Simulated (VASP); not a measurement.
# AlC2N2 (Cmmm) in VASP: notebook

AlC2N2 is run at these levels: PBE; tasks: single point.

Program: VASP 6.6.1. These are calculated values, not measurements. Logs are shortened: lines on timing, memory, paths and dates and some standing lists are left out, and cuts for length are marked.

### 1 The cell of the first run

Symmetry: Cmmm, No. 65, orthorhombic system. Conventional cell: a = 7.064 Å, b = 7.465 Å, c = 7.157 Å, α = 90.00°, β = 90.00°, γ = 90.00°. Within 2.6 Å of Al (site symmetry mmm) lie 4 C at 1.98 Å. Al (site symmetry mmm) has 4 N at 1.87 Å within 2.5 Å. Within 1.6 Å of C (site symmetry m) lie 1 N at 1.18 Å. N (site symmetry m) has 1 C at 1.18 Å within 1.6 Å.

### 2 Single point, PBE

Input file INCAR:

```
PREC = Accurate ; ENCUT = 520
EDIFF = 1E-7 ; ISMEAR = 0
SIGMA = 0.1 ; LREAL = False
LASPH = True ; NELM = 60
ALGO = Normal ; ISIF = 2
LWAVE = False ; LCHARG = True
GGA = PE ; LELF = True
LVHAR = True ; NBANDS = 32
```

Input file KPOINTS:

```
Automatic mesh
0
Gamma
  4 4 4
```

Input file POSCAR:

```
AlC2N2
1.0
    3.7324017348     -3.5320780567      0.0000000000
    3.7324017348      3.5320780567      0.0000000000
    0.0000000000      0.0000000000      7.1568009163
Al C N
2 4 4
Direct
    0.0000000000      0.0000000000      0.0000000000
    0.5000000000      0.5000000000      0.5000000000
    0.1971650101      0.8028349899      0.8035640741
    0.8028349899      0.1971650101      0.1964359259
    0.1971650101      0.8028349899      0.1964359259
    0.8028349899      0.1971650101      0.8035640741
    0.3128921457      0.6871078543      0.6846086695
    0.6871078543      0.3128921457      0.3153913305
    0.3128921457      0.6871078543      0.3153913305
    0.6871078543      0.3128921457      0.6846086695
```

Potentials or basis: VASP PAW PBE potentials, release 64 (Al, C, N).

On the command line:

```
> cat potpaw_PBE.64/Al/POTCAR potpaw_PBE.64/C/POTCAR potpaw_PBE.64/N/POTCAR > POTCAR
> mpirun -np 1 vasp_std > vasp.out
```

OUTCAR:

```text
PREC = Accurate
   ENCUT = 520
   EDIFF = 1E-7
   ISMEAR = 0
   LREAL = False
   LASPH = True
   NELM = 60
   ISIF = 2
   GGA = PE

 ion  position               nearest neighbor table
   1  0.000  0.000  0.000-   3 1.98   4 1.98   5 1.98   6 1.98
   2  0.500  0.500  0.500-   7 1.87   8 1.87   9 1.87  10 1.87
   3  0.197  0.803  0.804-   7 1.18   1 1.98
   4  0.803  0.197  0.196-   8 1.18   1 1.98
   5  0.197  0.803  0.196-   9 1.18   1 1.98
   6  0.803  0.197  0.804-  10 1.18   1 1.98
   7  0.313  0.687  0.685-   3 1.18   2 1.87
   8  0.687  0.313  0.315-   4 1.18   2 1.87
   9  0.313  0.687  0.315-   5 1.18   2 1.87
  10  0.687  0.313  0.685-   6 1.18   2 1.87

  LATTYP: Found a base centered orthorhombic cell.
 ALAT       =     7.0641561134
 B/A-ratio  =     1.0567155297
 C/A-ratio  =     1.0131147729

  Lattice vectors:

 A1 = (  -3.7324017348,  -3.5320780567,   0.0000000000)
 A2 = (   3.7324017348,  -3.5320780567,   0.0000000000)
 A3 = (   0.0000000000,   0.0000000000,   7.1568009163)

Analysis of symmetry for initial positions (statically):
=====================================================================
 Subroutine PRICEL returns:
 Original cell was already a primitive cell.

 Routine SETGRP: Setting up the symmetry group for a
 base centered orthorhombic supercell.

 Subroutine GETGRP returns: Found  8 space group operations
 (whereof  8 operations were pure point group operations)
 out of a pool of  8 trial point group operations.

The static configuration has the point symmetry D_2h.

Analysis of symmetry for dynamics (positions and initial velocities):
=====================================================================
 Subroutine PRICEL returns:
 Original cell was already a primitive cell.

 Routine SETGRP: Setting up the symmetry group for a
 base centered orthorhombic supercell.

 Subroutine GETGRP returns: Found  8 space group operations
 (whereof  8 operations were pure point group operations)
 out of a pool of  8 trial point group operations.

The dynamic configuration has the point symmetry D_2h.

 Subroutine INISYM returns: Found  8 space group operations
 (whereof  8 operations are pure point group operations),
 and found     1 'primitive' translations

[... 112 lines left out ...]
   ISIF   =      2    stress and relaxation
   ISYM   =      2    0-nonsym 1-usesym 2-fastsym
   POTIM  = 0.5000    time-step for ionic-motion
   TEBEG  =    0.0;   TEEND  =   0.0 temperature during run
   PSTRESS=    0.0 pullay stress
   NELECT =      42.0000    total number of electrons
   NUPDOWN=      -1.0000    fix difference up-down
   EMIN   =  10.00;   EMAX   =-10.00  energy-range for DOS
   EFERMI =   0.00;   METHOD = LEGACY
   ISMEAR =     0;   SIGMA  =   0.10  broadening in eV -4-tet -1-fermi 0-gaus
   EFERMI_NEDOS =   21; number of points for ismear=-14 and -15
   IALGO  =     38    algorithm
   IMIX   =      4    mixing-type and parameters
     AMIX     =   0.40;   BMIX     =  1.00
     AMIX_MAG =   1.60;   BMIX_MAG =  1.00
  volume/ion in A,a.u.               =      18.87       127.34
  Fermi-wavevector in a.u.,A,eV,Ry     =   0.992130  1.874854 13.392522  0.984323
  Thomas-Fermi vector in A             =   2.123921
   LORBIT       =      0    0 simple, 1 ext, 2 COOP (PROOUT), +10 PAW based schemes
   GGA     = PE    functional components
   LHFCALC =     F    Hartree Fock is set to
   AEXX    =    0.0000 exact exchange contribution
   IVDW    =     0    specifies the selected vdW correction
   LEPSILON=     F    determine dielectric tensor
   LRPA    =     F    only Hartree local field effects (RPA)
 non-spin polarized calculation
 Gauss-broadening in eV      SIGMA  =   0.10
  energy-cutoff  :      520.00
  volume of cell :      188.70
 maximum number of plane-waves:      5108
 NGX is ok and might be reduce to    40
   NGX = 19   NGY = 19   NGZ = 27

 number of electron      42.0000002 magnetization

 Free energy of the ion-electron system (eV)
  ---------------------------------------------------
  ext. energy  EPLUGINS =         0.00000000
  ---------------------------------------------------
  free energy    TOTEN  =       -74.95436329 eV

  energy without entropy =      -74.94693379  energy(sigma->0) =      -74.95064854

 E-fermi :   1.7600     XC(G=0):  -7.3402

 val. band max:        1.7510789314   @ k =   0.5000  -0.0000   0.5000
 cond. band min:       1.8513774917   @ k =   0.2500   0.2500   0.0000
 fundamental gap:      0.1002985603
 Fermi energy:         1.7599645459

 k-point     1 :       0.0000    0.0000    0.0000
  band No.  band energies     occupation
      1     -18.1029      2.00000
      2     -17.8358      2.00000
      3     -17.7754      2.00000
      4     -17.5896      2.00000
      5     -10.1039      2.00000
      6      -8.1297      2.00000
[... 724 lines left out ...]
     31       5.6722      0.00000
     32       6.9039      0.00000

------------------------ aborting loop because EDIFF is reached ----------------------------------------

  FORCE on cell =-STRESS in cart. coord.  units (eV):
  Direction    XX          YY          ZZ          XY          YZ          ZX
  --------------------------------------------------------------------------------------
  -------------------------------------------------------------------------------------
  Total        0.3746509      0.4376613      0.5006181     -0.0000000      0.0000000      0.0000000
  in kB        3.1810446      3.7160464      4.2505928     -0.0000000      0.0000000      0.0000000
  external PRESSURE =       3.7158946 kB  Pullay stress =       0.0000000 kB

 VOLUME and BASIS-vectors are now :
 -----------------------------------------------------------------------------
  energy-cutoff  :      520.00
  volume of cell :      188.70
      direct lattice vectors                 reciprocal lattice vectors
     3.732401735 -3.532078057  0.000000000     0.133962000 -0.141559725  0.000000000
     3.732401735  3.532078057  0.000000000     0.133962000  0.141559725  0.000000000
     0.000000000  0.000000000  7.156800916     0.000000000  0.000000000  0.139727235

 POSITION                                       TOTAL-FORCE (eV/Angst)
 -----------------------------------------------------------------------------------
      0.00000      0.00000      0.00000         0.000000     -0.000000      0.000000
      3.73240      0.00000      3.57840        -0.000000      0.000000      0.000000
      3.73240      2.13927      5.75095        -0.000000      0.234378      0.237380
      3.73240     -2.13927      1.40585        -0.000000     -0.234378     -0.237380
      3.73240      2.13927      1.40585        -0.000000      0.234378     -0.237380
      3.73240     -2.13927      5.75095        -0.000000     -0.234378      0.237380
      3.73240      1.32176      4.89961        -0.000000     -0.233958     -0.235972
      3.73240     -1.32176      2.25719        -0.000000      0.233958      0.235972
      3.73240      1.32176      2.25719        -0.000000     -0.233958      0.235972
      3.73240     -1.32176      4.89961        -0.000000      0.233958     -0.235972
 -----------------------------------------------------------------------------------
    total drift:                                0.000000      0.000000      0.000000

  FREE ENERGIE OF THE ION-ELECTRON SYSTEM (eV)
  ---------------------------------------------------
  free  energy   TOTEN  =       -74.9543632932 eV

  energy  without entropy=      -74.9469337923  energy(sigma->0) =      -74.95064854
```

OSZICAR:

```text
N       E                     dE             d eps       ncg     rms          rms(c)
DAV:   1     0.218423925612E+03    0.21842E+03   -0.18361E+04  1344   0.109E+03
DAV:   2    -0.565620755304E+02   -0.27499E+03   -0.26562E+03  1832   0.244E+02
DAV:   3    -0.831801474964E+02   -0.26618E+02   -0.26316E+02  1648   0.801E+01
DAV:   4    -0.836995854589E+02   -0.51944E+00   -0.51674E+00  1640   0.131E+01
DAV:   5    -0.837084685267E+02   -0.88831E-02   -0.88780E-02  1672   0.155E+00    0.171E+01
DAV:   6    -0.760463359628E+02    0.76621E+01   -0.18159E+01  1424   0.218E+01    0.873E+00
DAV:   7    -0.751037040974E+02    0.94263E+00   -0.22743E+00  1744   0.917E+00    0.449E+00
DAV:   8    -0.749587789394E+02    0.14493E+00   -0.71576E-01  1624   0.413E+00    0.190E+00
DAV:   9    -0.749515081138E+02    0.72708E-02   -0.75114E-02  1536   0.139E+00    0.402E-01
DAV:  10    -0.749520341903E+02   -0.52608E-03   -0.61005E-03  1608   0.535E-01    0.154E-01
DAV:  11    -0.749538857382E+02   -0.18515E-02   -0.23805E-03  1488   0.256E-01    0.752E-02
DAV:  12    -0.749543224603E+02   -0.43672E-03   -0.55113E-04  1504   0.102E-01    0.196E-02
DAV:  13    -0.749543498098E+02   -0.27350E-04   -0.55790E-05  1736   0.325E-02    0.784E-03
DAV:  14    -0.749543632425E+02   -0.13433E-04   -0.21539E-05  1456   0.227E-02    0.549E-03
DAV:  15    -0.749543632932E+02   -0.50713E-07   -0.64202E-07  1784   0.409E-03
   1 F= -.74954363E+02 E0= -.74950649E+02  d E =-.742950E-02
```

Wall time 94 s (1 thread of Intel Xeon Platinum 8375C at 2.90GHz (Ice Lake), shared host); peak memory 0.32 GiB.

What came out:

- Free energy: -74.9544 eV
- Pressure: 0.4 GPa
- Largest force: 0.334 eV/Å
- Band gap on the k mesh: zero (band 21 reaches 1.75 eV, above the bottom of band 22 at 1.70 eV)

Forces on the atoms (eV/Å):
```
Al   0.000  0.000  0.000
Al   0.000  0.000  0.000
C    0.000  0.234  0.237
C    0.000 -0.234 -0.237
C    0.000  0.234 -0.237
C    0.000 -0.234  0.237
N    0.000 -0.234 -0.236
N    0.000  0.234  0.236
N    0.000 -0.234  0.236
N    0.000  0.234 -0.236
```

### 3 Single point, PBE

This run uses another cell than the first one, of 16.33 Å³/atom, 0.866 times its volume.

Input file INCAR:

```
SYSTEM = AlC2N2
ALGO = Normal ; EDIFF = 1E-7
ENCUT = 520 ; GGA = PE
ISIF = 2 ; ISMEAR = 0
LASPH = .True. ; LCHARG = .False.
LREAL = .False. ; LWAVE = .False.
NBANDS = 32 ; NELM = 100
PREC = Accurate ; SIGMA = 0.1
```

Input file KPOINTS:

```
k-points
0
Gamma
  4 4 4
  0 0 0
```

Input file POSCAR:

```
AlC2N2
1.0
    3.2570973900     -3.5408372100      0.0000000000
    3.2570973900      3.5408372100      0.0000000000
    0.0000000000      0.0000000000      7.0816744100
Al C N
2 4 4
Direct
    0.0000000000      0.0000000000      0.0000000000
    0.5000000000      0.5000000000      0.5000000000
    0.1872191700      0.8127808300      0.8127808300
    0.8127808300      0.1872191700      0.1872191700
    0.1872191700      0.8127808300      0.1872191700
    0.8127808300      0.1872191700      0.8127808300
    0.3040439300      0.6959560700      0.6959560700
    0.6959560700      0.3040439300      0.3040439300
    0.3040439300      0.6959560700      0.3040439300
    0.6959560700      0.3040439300      0.6959560700
```

Potentials or basis: VASP PAW PBE potentials, release 64 (Al, C, N).

On the command line:

```
> cat potpaw_PBE.64/Al/POTCAR potpaw_PBE.64/C/POTCAR potpaw_PBE.64/N/POTCAR > POTCAR
> mpirun -np 1 vasp_std > vasp.out
```

Run time: 79 s. Hardware: 1 thread of Intel Xeon Platinum 8375C at 2.90GHz (Ice Lake), shared host; peak memory 0.29 GiB.

The run converged. Its results:

| Property | Result |
| --- | --- |
| Free energy | -74.0862 eV |
| Pressure | 4.0 GPa |
| Largest force | 2.930 eV/Å |
| Band gap on the k mesh | zero (band 21 reaches 2.60 eV, above the bottom of band 22 at 2.41 eV) |

Forces in eV/Å, atoms in the order of the input:
```
Al   0.000  0.000  0.000
Al   0.000  0.000  0.000
C    0.000 -0.251 -0.211
C    0.000  0.251  0.211
C    0.000 -0.251  0.211
C    0.000  0.251 -0.211
N    0.000 -2.017 -2.125
N    0.000  2.017  2.125
N    0.000 -2.017  2.125
N    0.000  2.017 -2.125
```

Stress tensor (GPa, compression positive):
```
2.58 0.00 0.00
0.00 4.58 0.00
0.00 0.00 4.78
```

Levels at points of the mesh, in eV from the Fermi level:
```
           k point  band 19  band 20  band 21  band 22  band 23  band 24
(0.00, 0.00, 0.00)    -4.70    -4.11    -1.13    -0.14     1.18     1.23
(0.50, 0.00, 0.00)    -4.75    -4.31    -0.25     0.14     0.93     1.88
(0.50, 0.50, 0.00)    -4.65    -4.29    -1.16     0.33     1.85     2.19
(0.00, 0.00, 0.50)    -4.79    -4.24    -0.41    -0.17     0.70     1.83
(0.50, 0.00, 0.50)    -5.01    -4.58     0.02     0.61     1.42     1.75
(0.50, 0.50, 0.50)    -4.73    -4.47    -0.24     0.30     1.13     1.70
```

Caveat: forces of over 1 eV/Å act on the atoms, so gaps and moduli don't describe the material at rest.
